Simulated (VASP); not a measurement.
# Mo (Fm-3m) in VASP: notebook

The runs below take Mo through single point, with revPBE.

Everything below comes from runs of VASP 6.6.1. Logs are shortened: lines on timing, memory, paths and dates and some standing lists are left out, and cuts for length are marked.

### Step 1. The cell of the first run

Symmetry: Fm-3m, No. 225, cubic system. The conventional cell has a = 4.017 Å, b = 4.017 Å, c = 4.017 Å, α = 90.00°, β = 90.00°, γ = 90.00°. Mo (site symmetry m-3m) has 12 Mo at 2.84 Å within 3.7 Å.

### Step 2. Single point, revPBE

File INCAR:

```
SYSTEM = Mo
ALGO = Normal ; EDIFF = 1E-7
ENCUT = 520 ; GGA = RE
ISIF = 2 ; ISMEAR = -1
LASPH = .True. ; LCHARG = .False.
LREAL = .False. ; LWAVE = .False.
NBANDS = 13 ; NELM = 60
PREC = Accurate ; SIGMA = 0.1
```

File KPOINTS:

```
k-points
0
Gamma
  14 14 14
  0 0 0
```

File POSCAR:

```
Mo
1.0
    0.0000000000      2.0083329440      2.0083329440
    2.0083329440      0.0000000000      2.0083329440
    2.0083329440      2.0083329440      0.0000000000
Mo
1
Direct
    0.0000000000      0.0000000000      0.0000000000
```

Potentials or basis: VASP PAW PBE potentials, release 64 (Mo_sv).

Run with:

```bash
> cat potpaw_PBE.64/Mo_sv/POTCAR > POTCAR
> mpirun -np 1 vasp_std > vasp.out
```

OUTCAR:

```text
SYSTEM = Mo
   EDIFF = 1E-7
   ENCUT = 520
   GGA = RE
   ISIF = 2
   ISMEAR = -1
   LASPH = .True.
   LREAL = .False.
   NELM = 60
   PREC = Accurate

 ion  position               nearest neighbor table
   1  0.000  0.000  0.000-

  LATTYP: Found a face centered cubic cell.
 ALAT       =     4.0166658880

  Lattice vectors:

 A1 = (   0.0000000000,   2.0083329440,   2.0083329440)
 A2 = (   2.0083329440,   0.0000000000,   2.0083329440)
 A3 = (   2.0083329440,   2.0083329440,   0.0000000000)

Analysis of symmetry for initial positions (statically):
=====================================================================
 Subroutine PRICEL returns:
 Original cell was already a primitive cell.

 Routine SETGRP: Setting up the symmetry group for a
 face centered cubic supercell.

 Subroutine GETGRP returns: Found 48 space group operations
 (whereof 48 operations were pure point group operations)
 out of a pool of 48 trial point group operations.

The static configuration has the point symmetry O_h .

Analysis of symmetry for dynamics (positions and initial velocities):
=====================================================================
 Subroutine PRICEL returns:
 Original cell was already a primitive cell.

 Routine SETGRP: Setting up the symmetry group for a
 face centered cubic supercell.

 Subroutine GETGRP returns: Found 48 space group operations
 (whereof 48 operations were pure point group operations)
 out of a pool of 48 trial point group operations.

The dynamic configuration has the point symmetry O_h .

 Subroutine INISYM returns: Found 48 space group operations
 (whereof 48 operations are pure point group operations),
 and found     1 'primitive' translations

----------------------------------------------------------------------------------------

                                     Primitive cell

  volume of cell :      16.2008

  direct lattice vectors                    reciprocal lattice vectors
     0.000000000  2.008332944  2.008332944    -0.248962704  0.248962704  0.248962704
     2.008332944  0.000000000  2.008332944     0.248962704 -0.248962704  0.248962704
     2.008332944  2.008332944  0.000000000     0.248962704  0.248962704 -0.248962704

  length of vectors
     2.840211687  2.840211687  2.840211687     0.431216052  0.431216052  0.431216052

  position of ions in fractional coordinates (direct lattice)
     0.000000000  0.000000000  0.000000000

[... 81 lines left out ...]
   ISIF   =      2    stress and relaxation
   ISYM   =      2    0-nonsym 1-usesym 2-fastsym
   POTIM  = 0.5000    time-step for ionic-motion
   TEBEG  =    0.0;   TEEND  =   0.0 temperature during run
   PSTRESS=    0.0 pullay stress
   NELECT =      14.0000    total number of electrons
   NUPDOWN=      -1.0000    fix difference up-down
   EMIN   =  10.00;   EMAX   =-10.00  energy-range for DOS
   EFERMI =   0.00;   METHOD = LEGACY
   ISMEAR =    -1;   SIGMA  =   0.10  broadening in eV -4-tet -1-fermi 0-gaus
   EFERMI_NEDOS =   21; number of points for ismear=-14 and -15
   IALGO  =     38    algorithm
   IMIX   =      4    mixing-type and parameters
     AMIX     =   0.40;   BMIX     =  1.00
     AMIX_MAG =   1.60;   BMIX_MAG =  1.00
  volume/ion in A,a.u.               =      16.20       109.33
  Fermi-wavevector in a.u.,A,eV,Ry     =   1.559332  2.946709 33.082768  2.431515
  Thomas-Fermi vector in A             =   2.662705
   LORBIT       =      0    0 simple, 1 ext, 2 COOP (PROOUT), +10 PAW based schemes
   GGA     = RE    functional components
   LHFCALC =     F    Hartree Fock is set to
   AEXX    =    0.0000 exact exchange contribution
   IVDW    =     0    specifies the selected vdW correction
   LEPSILON=     F    determine dielectric tensor
   LRPA    =     F    only Hartree local field effects (RPA)
 non-spin polarized calculation
  energy-cutoff  :      520.00
  volume of cell :       16.20
 maximum number of plane-waves:       452
 NGX is ok and might be reduce to    24
   NGX = 11   NGY = 11   NGZ = 11

 number of electron      14.0000001 magnetization

 Free energy of the ion-electron system (eV)
  ---------------------------------------------------
  ext. energy  EPLUGINS =         0.00000000
  ---------------------------------------------------
  free energy    TOTEN  =       -10.08358659 eV

  energy without entropy =      -10.04094110  energy(sigma->0) =      -10.06226385

 E-fermi :  11.6916     XC(G=0): -13.1223

 val. band max:       11.6884290767   @ k =   0.2143   0.1429   0.0000
 cond. band min:      11.6954639955   @ k =   0.5000   0.1429   0.0714
 fundamental gap:      0.0070349188
 Fermi energy:        11.6915859153

 k-point     1 :       0.0000    0.0000    0.0000
  band No.  band energies     occupation
      1     -49.0551      2.00000
      2     -22.4229      2.00000
      3     -22.4229      2.00000
      4     -22.4229      2.00000
      5       4.9820      2.00000
      6      10.9752      1.99845
      7      10.9752      1.99845
      8      10.9752      1.99845
      9      13.6115      0.00000
     10      13.6115      0.00000
     11      24.7503      0.00000
     12      29.9705      0.00000
     13      29.9705      0.00000
[... 354 lines left out ...]
  band No.  band energies     occupation
      1     -48.9287      2.00000
      2     -23.0581      2.00000
      3     -22.5931      2.00000
      4     -22.5804      2.00000
      5       7.2855      2.00000
      6       9.5458      2.00000
      7      11.2261      1.98115
      8      12.0197      0.07244
      9      13.3337      0.00000
     10      14.4952      0.00000
     11      26.5082      0.00000
     12      28.7400      0.00000
     13      31.2946      0.00000

 [... further k-points ...]

------------------------ aborting loop because EDIFF is reached ----------------------------------------

  FORCE on cell =-STRESS in cart. coord.  units (eV):
  Direction    XX          YY          ZZ          XY          YZ          ZX
  --------------------------------------------------------------------------------------
  -------------------------------------------------------------------------------------
  Total        0.0436762      0.0436762      0.0436762      0.0000000      0.0000000      0.0000000
  in kB        4.3193476      4.3193476      4.3193476      0.0000000      0.0000000      0.0000000
  external PRESSURE =       4.3193476 kB  Pullay stress =       0.0000000 kB

 VOLUME and BASIS-vectors are now :
 -----------------------------------------------------------------------------
  energy-cutoff  :      520.00
  volume of cell :       16.20
      direct lattice vectors                 reciprocal lattice vectors
     0.000000000  2.008332944  2.008332944    -0.248962704  0.248962704  0.248962704
     2.008332944  0.000000000  2.008332944     0.248962704 -0.248962704  0.248962704
     2.008332944  2.008332944  0.000000000     0.248962704  0.248962704 -0.248962704

 POSITION                                       TOTAL-FORCE (eV/Angst)
 -----------------------------------------------------------------------------------
      0.00000      0.00000      0.00000        -0.000000      0.000000      0.000000
 -----------------------------------------------------------------------------------
    total drift:                               -0.000000     -0.000000      0.000000

  FREE ENERGIE OF THE ION-ELECTRON SYSTEM (eV)
  ---------------------------------------------------
  free  energy   TOTEN  =       -10.0835865947 eV

  energy  without entropy=      -10.0409410999  energy(sigma->0) =      -10.06226385
```

It took 36 s on 1 thread of AMD EPYC 7R43 (Zen 3), shared host; peak memory 0.11 GiB.

What came out:

- Free energy: -10.0836 eV
- Pressure: 0.4 GPa
- Band gap on the k mesh: zero (band 7 reaches 15.59 eV, above the bottom of band 8 at 10.98 eV)

Levels at points of the mesh, in eV from the Fermi level:
```tsv
k point	band 3	band 4	band 5	band 6	band 7	band 8	band 9	band 10	band 11	band 12
(0.00, 0.00, 0.00)	-34.11	-34.11	-6.71	-0.72	-0.72	-0.72	1.92	1.92	13.06	18.28
(0.50, 0.00, 0.00)	-34.28	-34.28	-4.56	-0.89	-0.89	1.49	3.94	3.94	10.93	12.74
(0.50, 0.50, 0.00)	-34.56	-34.56	-4.89	-4.23	3.90	3.94	4.51	4.51	12.38	12.38
```

Caveat: the PAW data sets were made with another functional, which shifts forces and pressure a little.

### Step 3. Single point, revPBE (volume scaled by 0.88)

File INCAR:

```
SYSTEM = Mo
  PREC = Accurate
  ENCUT = 520
  EDIFF = 1E-6
  ISMEAR = -1
  SIGMA = 0.1
  LREAL = .False.
  LASPH = .True.
  NELM = 100
  ALGO = Normal
  ISIF = 2
  LWAVE = .False.
  LCHARG = .False.
  GGA = RE
  NBANDS = 13
```

File KPOINTS:

```
Automatic mesh
0
Gamma
  15 15 15
  0 0 0
```

File POSCAR:

```
Mo
1.0
    0.0000000000      1.9245532695      1.9245532695
    1.9245532695      0.0000000000      1.9245532695
    1.9245532695      1.9245532695      0.0000000000
Mo
1
Direct
    0.0000000000      0.0000000000      0.0000000000
```

Potentials or basis: VASP PAW PBE potentials, release 64 (Mo_sv).

Run with:

```bash
> cat potpaw_PBE.64/Mo_sv/POTCAR > POTCAR
> mpirun -np 1 vasp_std > vasp.out
```

OUTCAR:

```text
SYSTEM = Mo
   PREC = Accurate
   ENCUT = 520
   EDIFF = 1E-6
   ISMEAR = -1
   LREAL = .False.
   LASPH = .True.
   NELM = 100
   ISIF = 2
   GGA = RE

 ion  position               nearest neighbor table
   1  0.000  0.000  0.000-

  LATTYP: Found a face centered cubic cell.
 ALAT       =     3.8491065390

  Lattice vectors:

 A1 = (   0.0000000000,   1.9245532695,   1.9245532695)
 A2 = (   1.9245532695,   0.0000000000,   1.9245532695)
 A3 = (   1.9245532695,   1.9245532695,   0.0000000000)

Analysis of symmetry for initial positions (statically):
=====================================================================
 Subroutine PRICEL returns:
 Original cell was already a primitive cell.

 Routine SETGRP: Setting up the symmetry group for a
 face centered cubic supercell.

 Subroutine GETGRP returns: Found 48 space group operations
 (whereof 48 operations were pure point group operations)
 out of a pool of 48 trial point group operations.

The static configuration has the point symmetry O_h .

Analysis of symmetry for dynamics (positions and initial velocities):
=====================================================================
 Subroutine PRICEL returns:
 Original cell was already a primitive cell.

 Routine SETGRP: Setting up the symmetry group for a
 face centered cubic supercell.

 Subroutine GETGRP returns: Found 48 space group operations
 (whereof 48 operations were pure point group operations)
 out of a pool of 48 trial point group operations.

The dynamic configuration has the point symmetry O_h .

 Subroutine INISYM returns: Found 48 space group operations
 (whereof 48 operations are pure point group operations),
 and found     1 'primitive' translations

----------------------------------------------------------------------------------------

                                     Primitive cell

  volume of cell :      14.2567

  direct lattice vectors                    reciprocal lattice vectors
     0.000000000  1.924553270  1.924553270    -0.259800551  0.259800551  0.259800551
     1.924553270  0.000000000  1.924553270     0.259800551 -0.259800551  0.259800551
     1.924553270  1.924553270  0.000000000     0.259800551  0.259800551 -0.259800551

  length of vectors
     2.721729335  2.721729335  2.721729335     0.449987754  0.449987754  0.449987754

  position of ions in fractional coordinates (direct lattice)
     0.000000000  0.000000000  0.000000000

  ion indices of the primitive-cell ions
   primitive index   ion index
                 1           1

----------------------------------------------------------------------------------------

 KPOINTS: Automatic mesh

Automatic generation of k-mesh.
 Grid dimensions read from file:
 generate k-points for:   15   15   15

 Generating k-lattice:

  Cartesian coordinates                     Fractional coordinates (reciprocal lattice)
    -0.017320037  0.017320037  0.017320037     0.066666667  0.000000000  0.000000000
     0.017320037 -0.017320037  0.017320037     0.000000000  0.066666667  0.000000000
     0.017320037  0.017320037 -0.017320037     0.000000000  0.000000000  0.066666667

  Length of vectors
     0.029999184  0.029999184  0.029999184

  Shift w.r.t. Gamma in fractional coordinates (k-lattice)
     0.000000000  0.000000000  0.000000000

 Subroutine IBZKPT returns following result:
 ===========================================

 Found    120 irreducible k-points:

 Following reciprocal coordinates:
            Coordinates               Weight
  0.000000  0.000000  0.000000      1.000000
  0.066667  0.000000  0.000000      8.000000
  0.133333  0.000000  0.000000      8.000000
  0.200000  0.000000  0.000000      8.000000
  0.266667  0.000000  0.000000      8.000000
  0.333333  0.000000  0.000000      8.000000
[... 16 lines left out ...]
  0.133333  0.133333  0.000000      6.000000
  0.200000  0.133333  0.000000     24.000000
 [... further k-points ...]
   k-points           NKPTS =    120   k-points in BZ     NKDIM =    120   number of bands    NBANDS=     13
   number of dos      NEDOS =    301   number of ions     NIONS =      1
   total plane-waves  NPLWV =   8000
   dimension x,y,z NGX =    20 NGY =   20 NGZ =   20
   dimension x,y,z NGXF=    40 NGYF=   40 NGZF=   40
   ions per type =               1
   NGX,Y,Z   is equivalent  to a cutoff of  12.22, 12.22, 12.22 a.u.
   NGXF,Y,Z  is equivalent  to a cutoff of  24.43, 24.43, 24.43 a.u.
 SYSTEM =  Mo
   PREC   = accura    normal or accurate (medium, high low for compatibility)
   ISTART =      0    job   : 0-new  1-cont  2-samecut
   ICHARG =      2    charge: 1-file 2-atom 10-const
   ISPIN  =      1    spin polarized calculation?
   LNONCOLLINEAR =      F non collinear calculations
   LSORBIT =      F    spin-orbit coupling
   LASPH  =      T    aspherical Exc in radial PAW
   ENCUT  =  520.0 eV  38.22 Ry    6.18 a.u.   5.06  5.06  5.06*2*pi/ulx,y,z
   NELM   =    100;   NELMIN=  2; NELMDL= -5     # of ELM steps
   EDIFF  = 0.1E-05   stopping-criterion for ELM
   LREAL  =      F    real-space projection
   EDIFFG = 0.1E-04   stopping-criterion for IOM
   NSW    =      0    number of steps for IOM
   IBRION =     -1    ionic relax: 0-MD 1-quasi-New 2-CG
   NFREE  =      0    steps in history (QN), initial steepest desc. (CG)
   ISIF   =      2    stress and relaxation
   ISYM   =      2    0-nonsym 1-usesym 2-fastsym
   POTIM  = 0.5000    time-step for ionic-motion
   TEBEG  =    0.0;   TEEND  =   0.0 temperature during run
   PSTRESS=    0.0 pullay stress
   NELECT =      14.0000    total number of electrons
   NUPDOWN=      -1.0000    fix difference up-down
   EMIN   =  10.00;   EMAX   =-10.00  energy-range for DOS
   EFERMI =   0.00;   METHOD = LEGACY
   ISMEAR =    -1;   SIGMA  =   0.10  broadening in eV -4-tet -1-fermi 0-gaus
   EFERMI_NEDOS =   21; number of points for ismear=-14 and -15
   IALGO  =     38    algorithm
   IMIX   =      4    mixing-type and parameters
     AMIX     =   0.40;   BMIX     =  1.00
     AMIX_MAG =   1.60;   BMIX_MAG =  1.00
  volume/ion in A,a.u.               =      14.26        96.21
  Fermi-wavevector in a.u.,A,eV,Ry     =   1.627212  3.074986 36.025780  2.647820
  Thomas-Fermi vector in A             =   2.720045
   LORBIT       =      0    0 simple, 1 ext, 2 COOP (PROOUT), +10 PAW based schemes
   GGA     = RE    functional components
   LHFCALC =     F    Hartree Fock is set to
   AEXX    =    0.0000 exact exchange contribution
   IVDW    =     0    specifies the selected vdW correction
   LEPSILON=     F    determine dielectric tensor
   LRPA    =     F    only Hartree local field effects (RPA)
 non-spin polarized calculation
  energy-cutoff  :      520.00
  volume of cell :       14.26
 maximum number of plane-waves:       392
   NGX = 11   NGY = 11   NGZ = 11

 number of electron      14.0000001 magnetization

 Free energy of the ion-electron system (eV)
  ---------------------------------------------------
  ext. energy  EPLUGINS =         0.00000000
  ---------------------------------------------------
  free energy    TOTEN  =        -9.86303512 eV

  energy without entropy =       -9.82374894  energy(sigma->0) =       -9.84339203

 E-fermi :  13.7301     XC(G=0): -13.8520

 val. band max:       13.7008204544   @ k =   0.4667   0.1333   0.0667
 cond. band min:      13.7314000664   @ k =   0.3333   0.1333   0.0667
 fundamental gap:      0.0305796120
 Fermi energy:        13.7301197434

 k-point     1 :       0.0000    0.0000    0.0000
  band No.  band energies     occupation
      1     -46.9778      2.00000
      2     -20.0210      2.00000
      3     -20.0210      2.00000
      4     -20.0210      2.00000
      5       6.6972      2.00000
      6      12.8166      1.99978
      7      12.8166      1.99978
      8      12.8166      1.99978
      9      15.9853      0.00000
     10      15.9853      0.00000
     11      26.8377      0.00000
     12      32.6997      0.00000
     13      32.6997      0.00000
[... 353 lines left out ...]
 k-point    24 :       0.2000    0.1333    0.0000
  band No.  band energies     occupation
      1     -46.8530      2.00000
      2     -20.5701      2.00000
      3     -20.1915      2.00000
      4     -20.1759      2.00000
      5       8.3196      2.00000
      6      11.4631      2.00000
      7      13.6549      1.35932
      8      13.8161      0.59486
      9      14.6726      0.00016
     10      16.4970      0.00000
     11      30.0109      0.00000
     12      30.8065      0.00000
     13      34.0526      0.00000

 [... further k-points ...]

------------------------ aborting loop because EDIFF is reached ----------------------------------------

  FORCE on cell =-STRESS in cart. coord.  units (eV):
  Direction    XX          YY          ZZ          XY          YZ          ZX
  --------------------------------------------------------------------------------------
  -------------------------------------------------------------------------------------
  Total        3.4956035      3.4956035      3.4956035     -0.0000000      0.0000000      0.0000000
  in kB      392.8374993    392.8374993    392.8374993     -0.0000000      0.0000000      0.0000000
  external PRESSURE =     392.8374993 kB  Pullay stress =       0.0000000 kB

 VOLUME and BASIS-vectors are now :
 -----------------------------------------------------------------------------
  energy-cutoff  :      520.00
  volume of cell :       14.26
      direct lattice vectors                 reciprocal lattice vectors
     0.000000000  1.924553270  1.924553270    -0.259800551  0.259800551  0.259800551
     1.924553270  0.000000000  1.924553270     0.259800551 -0.259800551  0.259800551
     1.924553270  1.924553270  0.000000000     0.259800551  0.259800551 -0.259800551

 POSITION                                       TOTAL-FORCE (eV/Angst)
 -----------------------------------------------------------------------------------
      0.00000      0.00000      0.00000         0.000000     -0.000000     -0.000000
 -----------------------------------------------------------------------------------
    total drift:                               -0.000000     -0.000000     -0.000000

  FREE ENERGIE OF THE ION-ELECTRON SYSTEM (eV)
  ---------------------------------------------------
  free  energy   TOTEN  =        -9.8630351210 eV

  energy  without entropy=       -9.8237489404  energy(sigma->0) =       -9.84339203
```

OSZICAR:

```text
N       E                     dE             d eps       ncg     rms          rms(c)
DAV:   1     0.932751838441E+02    0.93275E+02   -0.80842E+03  3152   0.112E+03
DAV:   2    -0.922815188734E+01   -0.10250E+03   -0.99122E+02  3600   0.316E+02
DAV:   3    -0.103384706943E+02   -0.11103E+01   -0.11071E+01  3440   0.324E+01
DAV:   4    -0.103409079000E+02   -0.24372E-02   -0.24372E-02  3545   0.185E+00
DAV:   5    -0.103409225883E+02   -0.14688E-04   -0.14687E-04  3465   0.127E-01    0.171E+01
DAV:   6    -0.993181303853E+01    0.40911E+00   -0.50203E-01  3205   0.881E+00    0.591E+00
DAV:   7    -0.986576343963E+01    0.66050E-01   -0.13262E-01  3445   0.436E+00    0.672E-01
DAV:   8    -0.986298158671E+01    0.27819E-02   -0.35522E-03  3165   0.751E-01    0.960E-02
DAV:   9    -0.986302551444E+01   -0.43928E-04   -0.48070E-05  3765   0.865E-02    0.683E-02
DAV:  10    -0.986303464922E+01   -0.91348E-05   -0.13991E-05  3230   0.465E-02    0.583E-03
DAV:  11    -0.986303512101E+01   -0.47179E-06   -0.14934E-07  1900   0.500E-03
   1 F= -.98630351E+01 E0= -.98433920E+01  d E =-.392862E-01
```

Wall time 22 s (1 thread of AMD EPYC 7R43 (Zen 3), shared host); peak memory 0.1 GiB.

What came out:

```
Free energy            : -9.8630 eV
Pressure               : 39.3 GPa
Band gap on the k mesh : zero (band 7 reaches 18.36 eV, above the bottom of band 8 at 12.82 eV)
```

Caveat: the PAW data sets were made with another functional, which shifts forces and pressure a little.

(Part 1 of 3 ends here.)
